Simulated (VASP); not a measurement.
# Cd3SeS2 (P4/mmm) in VASP: notebook, part 2 of 2

VASP 6.6.1. Earlier steps stand in the parts before.

### 4 Single point, PBE

This run uses another cell than the first one, of 23.85 Å³/atom, 1.007 times its volume.

Contents of INCAR:

```
  ALGO = Normal
  EDIFF = 1E-6
  ENCUT = 520
  GGA = PE
  ISIF = 2
  ISMEAR = 0
  LASPH = T
  LCHARG = T
  LELF = T
  LREAL = F
  LVHAR = T
  LWAVE = F
  NBANDS = 36
  NELM = 80
  PREC = Accurate
  SIGMA = 0.1
```

Contents of KPOINTS:

```
k-points
0
Gamma
  10 10 4
```

Contents of POSCAR:

```
Cd3SeS2
1.0
    3.8744540613      0.0000000000      0.0000000000
    0.0000000000      3.8744540613      0.0000000000
    0.0000000000      0.0000000000      9.5319236165
Cd Se S
3 1 2
Direct
    0.0000000000      0.0000000000      0.0000000000
    0.0000000000      0.0000000000      0.3511053153
    0.0000000000      0.0000000000      0.6488946847
    0.5000000000      0.5000000000      0.0000000000
    0.5000000000      0.5000000000      0.7260138089
    0.5000000000      0.5000000000      0.2739861911
```

Potentials or basis: VASP PAW PBE potentials, release 64 (Cd, Se, S).

Launch:

```sh
$ cat potpaw_PBE.64/Cd/POTCAR potpaw_PBE.64/Se/POTCAR potpaw_PBE.64/S/POTCAR > POTCAR
$ mpirun -np 1 vasp_std > vasp.out
```

OUTCAR:

```text
EDIFF = 1E-6
   ENCUT = 520
   GGA = PE
   ISIF = 2
   ISMEAR = 0
   LASPH = T
   LREAL = F
   NELM = 80
   PREC = Accurate

 ion  position               nearest neighbor table
   1  0.000  0.000  0.000-   4 2.74   4 2.74   4 2.74   4 2.74   2 3.35   3 3.35
   2  0.000  0.000  0.351-   6 2.84   6 2.84   6 2.84   6 2.84   3 2.84   1 3.35
   3  0.000  0.000  0.649-   5 2.84   5 2.84   5 2.84   5 2.84   2 2.84   1 3.35
   4  0.500  0.500  0.000-   5 2.61   6 2.61   1 2.74   1 2.74   1 2.74   1 2.74
   5  0.500  0.500  0.726-   4 2.61   3 2.84   3 2.84   3 2.84   3 2.84
   6  0.500  0.500  0.274-   4 2.61   2 2.84   2 2.84   2 2.84   2 2.84

  LATTYP: Found a simple tetragonal cell.
 ALAT       =     3.8744540613
 C/A-ratio  =     2.4601978668

  Lattice vectors:

 A1 = (   3.8744540613,   0.0000000000,   0.0000000000)
 A2 = (   0.0000000000,   3.8744540613,   0.0000000000)
 A3 = (   0.0000000000,   0.0000000000,   9.5319236165)

Analysis of symmetry for initial positions (statically):
=====================================================================
 Subroutine PRICEL returns:
 Original cell was already a primitive cell.

 Routine SETGRP: Setting up the symmetry group for a
 simple tetragonal supercell.

 Subroutine GETGRP returns: Found 16 space group operations
 (whereof 16 operations were pure point group operations)
 out of a pool of 16 trial point group operations.

The static configuration has the point symmetry D_4h.

Analysis of symmetry for dynamics (positions and initial velocities):
=====================================================================
 Subroutine PRICEL returns:
 Original cell was already a primitive cell.

 Routine SETGRP: Setting up the symmetry group for a
 simple tetragonal supercell.

 Subroutine GETGRP returns: Found 16 space group operations
 (whereof 16 operations were pure point group operations)
 out of a pool of 16 trial point group operations.

The dynamic configuration has the point symmetry D_4h.

 Subroutine INISYM returns: Found 16 space group operations
 (whereof 16 operations are pure point group operations),
 and found     1 'primitive' translations

----------------------------------------------------------------------------------------

                                     Primitive cell

  volume of cell :     143.0875

  direct lattice vectors                    reciprocal lattice vectors
     3.874454061  0.000000000  0.000000000     0.258100879  0.000000000  0.000000000
     0.000000000  3.874454061  0.000000000     0.000000000  0.258100879  0.000000000
     0.000000000  0.000000000  9.531923617     0.000000000  0.000000000  0.104910618

  length of vectors
     3.874454061  3.874454061  9.531923617     0.258100879  0.258100879  0.104910618

  position of ions in fractional coordinates (direct lattice)
     0.000000000  0.000000000  0.000000000
     0.000000000  0.000000000  0.351105315
     0.000000000  0.000000000  0.648894685
     0.500000000  0.500000000  0.000000000
     0.500000000  0.500000000  0.726013809
     0.500000000  0.500000000  0.273986191

  ion indices of the primitive-cell ions
   primitive index   ion index
                 1           1
                 2           2
                 3           3
                 4           4
                 5           5
                 6           6

----------------------------------------------------------------------------------------

 KPOINTS: k-points

Automatic generation of k-mesh.
 Grid dimensions read from file:
 generate k-points for:   10   10    4

 Generating k-lattice:

  Cartesian coordinates                     Fractional coordinates (reciprocal lattice)
     0.025810088  0.000000000  0.000000000     0.100000000  0.000000000  0.000000000
     0.000000000  0.025810088  0.000000000     0.000000000  0.100000000  0.000000000
     0.000000000  0.000000000  0.026227655     0.000000000  0.000000000  0.250000000

  Length of vectors
     0.025810088  0.025810088  0.026227655

  Shift w.r.t. Gamma in fractional coordinates (k-lattice)
     0.000000000  0.000000000  0.000000000

 Subroutine IBZKPT returns following result:
 ===========================================

 Found     63 irreducible k-points:

 Following reciprocal coordinates:
            Coordinates               Weight
  0.000000  0.000000  0.000000      1.000000
  0.100000  0.000000  0.000000      4.000000
  0.200000  0.000000  0.000000      4.000000
  0.300000  0.000000  0.000000      4.000000
  0.400000  0.000000  0.000000      4.000000
  0.500000  0.000000  0.000000      2.000000
[... 16 lines left out ...]
  0.100000  0.000000  0.250000      8.000000
  0.200000  0.000000  0.250000      8.000000
 [... further k-points ...]
   k-points           NKPTS =     63   k-points in BZ     NKDIM =     63   number of bands    NBANDS=     36
   number of dos      NEDOS =    301   number of ions     NIONS =      6
   total plane-waves  NPLWV =  64800
   dimension x,y,z NGX =    30 NGY =   30 NGZ =   72
   dimension x,y,z NGXF=    60 NGYF=   60 NGZF=  144
   ions per type =               3   1   2
   NGX,Y,Z   is equivalent  to a cutoff of  12.87, 12.87, 12.56 a.u.
   NGXF,Y,Z  is equivalent  to a cutoff of  25.74, 25.74, 25.11 a.u.
 SYSTEM =  unknown system
   PREC   = accura    normal or accurate (medium, high low for compatibility)
   ISTART =      0    job   : 0-new  1-cont  2-samecut
   ICHARG =      2    charge: 1-file 2-atom 10-const
   ISPIN  =      1    spin polarized calculation?
   LNONCOLLINEAR =      F non collinear calculations
   LSORBIT =      F    spin-orbit coupling
   LASPH  =      T    aspherical Exc in radial PAW
   ENCUT  =  520.0 eV  38.22 Ry    6.18 a.u.   7.20  7.20 17.72*2*pi/ulx,y,z
   NELM   =     80;   NELMIN=  2; NELMDL= -5     # of ELM steps
   EDIFF  = 0.1E-05   stopping-criterion for ELM
   LREAL  =      F    real-space projection
[... 7 lines left out ...]
   TEBEG  =    0.0;   TEEND  =   0.0 temperature during run
   PSTRESS=    0.0 pullay stress
   NELECT =      54.0000    total number of electrons
   NUPDOWN=      -1.0000    fix difference up-down
   EMIN   =  10.00;   EMAX   =-10.00  energy-range for DOS
   EFERMI =   0.00;   METHOD = LEGACY
   ISMEAR =     0;   SIGMA  =   0.10  broadening in eV -4-tet -1-fermi 0-gaus
   EFERMI_NEDOS =   21; number of points for ismear=-14 and -15
   IALGO  =     38    algorithm
   IMIX   =      4    mixing-type and parameters
     AMIX     =   0.40;   BMIX     =  1.00
     AMIX_MAG =   1.60;   BMIX_MAG =  1.00
  volume/ion in A,a.u.               =      23.85       160.93
  Fermi-wavevector in a.u.,A,eV,Ry     =   1.183057  2.235653 19.043029  1.399623
  Thomas-Fermi vector in A             =   2.319299
   LORBIT       =      0    0 simple, 1 ext, 2 COOP (PROOUT), +10 PAW based schemes
   GGA     = PE    functional components
   LHFCALC =     F    Hartree Fock is set to
   AEXX    =    0.0000 exact exchange contribution
   IVDW    =     0    specifies the selected vdW correction
   LEPSILON=     F    determine dielectric tensor
   LRPA    =     F    only Hartree local field effects (RPA)
 non-spin polarized calculation
 Gauss-broadening in eV      SIGMA  =   0.10
  energy-cutoff  :      520.00
  volume of cell :      143.09
 maximum number of plane-waves:      3880
 NGX is ok and might be reduce to    30
   NGX = 15   NGY = 15   NGZ = 35

 number of electron      53.9999988 magnetization

 Free energy of the ion-electron system (eV)
  ---------------------------------------------------
  ext. energy  EPLUGINS =         0.00000000
  ---------------------------------------------------
  free energy    TOTEN  =       -14.52673468 eV

  energy without entropy =      -14.51156772  energy(sigma->0) =      -14.51915120

 E-fermi :   2.7604     XC(G=0):  -9.7321

 val. band max:        2.7273442141   @ k =   0.4000   0.2000   0.2500
 cond. band min:       2.7649604861   @ k =   0.5000   0.2000   0.0000
 fundamental gap:      0.0376162720
 Fermi energy:         2.7603592103

 k-point     1 :       0.0000    0.0000    0.0000
  band No.  band energies     occupation
      1     -11.9421      2.00000
      2     -10.0200      2.00000
      3      -9.4341      2.00000
      4      -6.2474      2.00000
      5      -6.1963      2.00000
      6      -6.1347      2.00000
[... 28 lines left out ...]
     35      10.1307      0.00000
     36      10.2363      0.00000
[... 866 lines left out ...]
      6      -6.1514      2.00000
[... 28 lines left out ...]
     35       9.4036      0.00000
     36       9.6391      0.00000

 [... further k-points ...]
[... 5 lines left out ...]
  --------------------------------------------------------------------------------------
  -------------------------------------------------------------------------------------
  Total        0.2760972      0.2760972      0.0429821      0.0000000     -0.0000000      0.0000000
  in kB        3.0915121      3.0915121      0.4812786      0.0000000     -0.0000000      0.0000000
  external PRESSURE =       2.2214343 kB  Pullay stress =       0.0000000 kB

 VOLUME and BASIS-vectors are now :
 -----------------------------------------------------------------------------
  energy-cutoff  :      520.00
  volume of cell :      143.09
      direct lattice vectors                 reciprocal lattice vectors
     3.874454061  0.000000000  0.000000000     0.258100879  0.000000000  0.000000000
     0.000000000  3.874454061  0.000000000     0.000000000  0.258100879  0.000000000
     0.000000000  0.000000000  9.531923617     0.000000000  0.000000000  0.104910618

 POSITION                                       TOTAL-FORCE (eV/Angst)
 -----------------------------------------------------------------------------------
      0.00000      0.00000      0.00000        -0.000000     -0.000000      0.000000
      0.00000      0.00000      3.34671        -0.000000     -0.000000     -0.005597
      0.00000      0.00000      6.18521        -0.000000     -0.000000      0.005597
      1.93723      1.93723      0.00000        -0.000000     -0.000000      0.000000
      1.93723      1.93723      6.92031         0.000000      0.000000      0.013106
      1.93723      1.93723      2.61162        -0.000000      0.000000     -0.013106
 -----------------------------------------------------------------------------------
    total drift:                               -0.000000      0.000000      0.000000

  FREE ENERGIE OF THE ION-ELECTRON SYSTEM (eV)
  ---------------------------------------------------
  free  energy   TOTEN  =       -14.5267346802 eV

  energy  without entropy=      -14.5115677240  energy(sigma->0) =      -14.51915120
```

OSZICAR:

```text
N       E                     dE             d eps       ncg     rms          rms(c)
DAV:   1     0.388840859528E+03    0.38884E+03   -0.26644E+04  4552   0.139E+03
DAV:   2     0.910494355664E+01   -0.37974E+03   -0.36715E+03  4916   0.346E+02
DAV:   3    -0.155345094494E+02   -0.24639E+02   -0.24325E+02  5440   0.853E+01
DAV:   4    -0.158490827338E+02   -0.31457E+00   -0.31396E+00  5016   0.875E+00
DAV:   5    -0.158529347681E+02   -0.38520E-02   -0.38516E-02  5272   0.100E+00    0.108E+01
DAV:   6    -0.145494913929E+02    0.13034E+01   -0.25777E+00  5380   0.133E+01    0.788E+00
DAV:   7    -0.145411324239E+02    0.83590E-02   -0.88472E-01  4880   0.431E+00    0.367E+00
DAV:   8    -0.145290615653E+02    0.12071E-01   -0.10645E-01  5004   0.239E+00    0.462E-01
DAV:   9    -0.145265026422E+02    0.25589E-02   -0.16098E-02  5292   0.929E-01    0.182E-01
DAV:  10    -0.145266665577E+02   -0.16392E-03   -0.19520E-03  4960   0.179E-01    0.127E-01
DAV:  11    -0.145267160100E+02   -0.49452E-04   -0.24648E-04  5064   0.819E-02    0.443E-02
DAV:  12    -0.145267336678E+02   -0.17658E-04   -0.62607E-05  4924   0.436E-02    0.272E-02
DAV:  13    -0.145267354361E+02   -0.17682E-05   -0.62581E-06  4760   0.147E-02    0.864E-03
DAV:  14    -0.145267346802E+02    0.75588E-06   -0.16020E-06  3620   0.844E-03
   1 F= -.14526735E+02 E0= -.14519151E+02  d E =-.151670E-01
```

stdout:

```text
POSCAR found type information on POSCAR CdSeS
 POSCAR found :  3 types and       6 ions
 scaLAPACK will be used
 LDA part: xc-table for (Slater+PW92), standard interpolation
 POSCAR, INCAR and KPOINTS ok, starting setup
 FFT: planning ... GRIDC
 FFT: planning ... GRID_SOFT
 FFT: planning ... GRID
 WAVECAR not read
 entering main loop
```

Run time: 9.9 min. Hardware: 1 thread of AMD EPYC 7R13, shared host; peak memory 0.39 GiB.

Results:

```yaml
Free_energy: -14.5267 eV
Pressure: 0.2 GPa
Largest_force: 0.013 eV/Å
Band_gap_on_the_k_mesh: zero (band 27 reaches 3.31 eV, above the bottom of band 28 at 1.34 eV)
```

Forces on the atoms (eV/Å):
```
Cd   0.000  0.000  0.000
Cd   0.000  0.000 -0.006
Cd   0.000  0.000  0.006
Se   0.000  0.000  0.000
S    0.000  0.000  0.013
S    0.000  0.000 -0.013
```

Levels at points of the mesh, in eV from the Fermi level:
| k point | band 25 | band 26 | band 27 | band 28 | band 29 | band 30 |
| --- | --- | --- | --- | --- | --- | --- |
| (0.00, 0.00, 0.00) | -1.70 | -1.40 | -1.40 | -0.54 | -0.07 | 1.74 |
| (0.50, 0.00, 0.00) | -0.99 | -0.24 | 0.23 | 1.84 | 2.50 | 2.51 |
| (0.50, 0.50, 0.00) | -3.19 | -2.54 | -1.61 | -1.02 | -0.61 | 2.08 |
| (0.00, 0.00, 0.50) | -1.92 | -1.54 | -1.28 | -1.28 | 0.95 | 1.55 |
| (0.50, 0.00, 0.50) | -1.01 | -0.51 | -0.22 | 0.92 | 2.72 | 2.97 |
| (0.50, 0.50, 0.50) | -2.88 | -2.37 | -1.84 | -1.22 | 1.10 | 1.54 |

### 5 Relaxation of cell and atoms, PBE

This run uses another cell than the first one, of 28.74 Å³/atom, 1.214 times its volume.

Contents of INCAR:

```
SYSTEM = Cd3SeS2
PREC = Accurate
ENCUT = 600
EDIFF = 1E-6
ISMEAR = 0
SIGMA = 0.1
LREAL = .FALSE.
LASPH = .TRUE.
NELM = 100
ALGO = Normal
ISIF = 3
LWAVE = .FALSE.
LCHARG = .FALSE.
GGA = PE
IBRION = 2
NSW = 90
EDIFFG = -0.04
```

Contents of KPOINTS:

```
regular mesh
0
G
  4 4 2
  0 0 0
```

Contents of POSCAR:

```
Cd3SeS2
1.0
    4.4273181700      0.0000000000      0.0000000000
    0.0000000000      4.4273181700      0.0000000000
    0.0000000000      0.0000000000      8.7967435300
Cd Se S
3 1 2
Direct
    0.0000000000      0.0000000000      0.0000000000
    0.0000000000      0.0000000000      0.3887824300
    0.0000000000      0.0000000000      0.6112175700
    0.5000000000      0.5000000000      0.0000000000
    0.5000000000      0.5000000000      0.8207616000
    0.5000000000      0.5000000000      0.1792384000
```

Launch:

```sh
$ cat potpaw_PBE.64/Cd/POTCAR potpaw_PBE.64/Se/POTCAR potpaw_PBE.64/S/POTCAR > POTCAR
$ mpirun -np 1 vasp_std > vasp.out
```

Run time: 44 min. Hardware: 1 thread of AMD EPYC 7R13, shared host; peak memory 0.32 GiB.

It converged, with:

```
Free energy                            : -14.5354 eV
Relaxed volume                         : 23.75 Å³/atom
Relaxed cell                           : a = 3.897 Å, b = 3.897 Å, c = 9.381 Å, α = 90.00°, β = 90.00°, γ = 90.00°
Space group after relaxing (to 0.05 Å) : P4/mmm (No. 123)
Energy gained by relaxing              : 3987.7 meV/atom
Ionic steps                            : 21
Pressure after relaxing                : 0.0 GPa
Largest force after relaxing           : 0.039 eV/Å
Band gap on the k mesh                 : zero (band 27 reaches 3.28 eV, above the bottom of band 28 at 1.50 eV)
```

Forces in eV/Å, atoms in the order of the input:
```
Cd   0.000  0.000  0.000
Cd   0.000  0.000 -0.024
Cd   0.000  0.000  0.024
Se   0.000  0.000  0.000
S    0.000  0.000  0.039
S    0.000  0.000 -0.039
```

Stress tensor (GPa, compression positive):
```
-0.06  0.00  0.00
 0.00 -0.06  0.00
 0.00  0.00  0.15
```

Step by step:
```
step  energy change (eV)  largest force (eV/Å)  pressure (GPa)  volume (Å³)
   1              0.0000               38.4034           50.29       172.43
   2              2.5122                0.5747          -24.54       402.15
   3            -20.2934                0.6052           -6.72       267.99
   4            -20.3376                0.5722           -6.74       266.06
   5            -20.7877                0.1752           -7.25       237.24
   6            -21.6446                0.7613           -7.61       204.74
   7            -22.3667                0.3196           -6.95       188.56
   8            -22.5107                0.2824           -5.57       180.49
   9            -22.5108                0.3108           -5.49       180.17
  10            -23.4140                0.4246           -3.66       159.76
  11            -23.7704                0.3182           -0.88       146.06
  12            -22.8206                0.9757           14.54       120.59
  13            -23.8015                0.4317            0.11       142.83
  14            -23.8068                0.5035            0.76       140.92
  15            -23.8514                0.4925            0.19       141.99
  16            -23.8634                0.4211           -0.09       142.93
  17            -23.8934                0.3011           -0.26       143.23
  18            -23.9199                0.1649           -0.47       143.80
  19            -23.9243                0.0464            0.35       141.52
  20            -23.9251                0.0679            0.12       142.14
  21            -23.9260                0.0389            0.01       142.49
```

Final structure:
```
Cd Se S
1.0
     3.89733    0.00000    0.00000
     0.00000    3.89733    0.00000
     0.00000    0.00000    9.38115
Cd Se S
3 1 2
Direct
  0.00000 0.00000 0.00000
  0.00000 0.00000 0.34763
  0.00000 0.00000 0.65237
  0.50000 0.50000 0.00000
  0.50000 0.50000 0.72323
  0.50000 0.50000 0.27677
```

Levels at points of the mesh, in eV from the Fermi level:
| k point | band 24 | band 25 | band 26 | band 27 | band 28 | band 29 | band 30 | band 31 |
| --- | --- | --- | --- | --- | --- | --- | --- | --- |
| (0.00, 0.00, 0.00) | -1.93 | -1.90 | -1.49 | -1.49 | -0.70 | -0.17 | 1.78 | 3.98 |
| (0.50, 0.00, 0.00) | -1.81 | -1.10 | -0.31 | 0.29 | 1.95 | 2.35 | 2.45 | 3.09 |
| (0.50, 0.50, 0.00) | -3.25 | -3.25 | -2.72 | -1.73 | -1.10 | -0.81 | 2.14 | 4.47 |
| (0.00, 0.00, 0.50) | -2.08 | -2.08 | -1.64 | -1.37 | -1.37 | 0.80 | 1.52 | 2.22 |
| (0.50, 0.00, 0.50) | -1.66 | -1.13 | -0.52 | -0.29 | 0.96 | 2.58 | 2.82 | 3.01 |
| (0.50, 0.50, 0.50) | -2.95 | -2.95 | -2.53 | -2.03 | -1.26 | 1.12 | 1.53 | 1.75 |

Caveat: the volume moved by over 15 % at a fixed basis, so the end points are rough.

### 6 Summary

| task | cell | k mesh | cutoff (eV) | gap on the mesh (eV) | pressure (GPa) | largest force (eV/Å) |
| --- | --- | --- | --- | --- | --- | --- |
| single point | a = 3.885, b = 3.885, c = 9.412 Å, 6 atoms | 4 × 4 × 2 | 520 | none | 0.3 | 0.03 |
| single point | a = 4.427, b = 4.427, c = 8.797 Å, 6 atoms | 4 × 4 × 2 | 520 | none | 50.3 | 38.40 |
| single point | a = 3.874, b = 3.874, c = 9.532 Å, 6 atoms | 10 × 10 × 4 | 520 | none | 0.2 | 0.01 |
| relaxation of cell and atoms | relaxed from a = 4.427, b = 4.427, c = 8.797 Å, 6 atoms | 4 × 4 × 2 | 600 | none | 0.0 | 0.04 |

Alike in all rows: level PBE; potentials or basis VASP PAW PBE potentials, release 64 (Cd, Se, S); no spin polarisation; smearing gaussian 0.1 eV.

Caveats: some runs use coarse meshes; forces of over 1 eV/Å act on the atoms, so gaps and moduli don't describe the material at rest (some runs); the volume moved by over 15 % at a fixed basis, so the end points are rough (some runs).

Absolute energies hang on the potentials; compare differences alone.
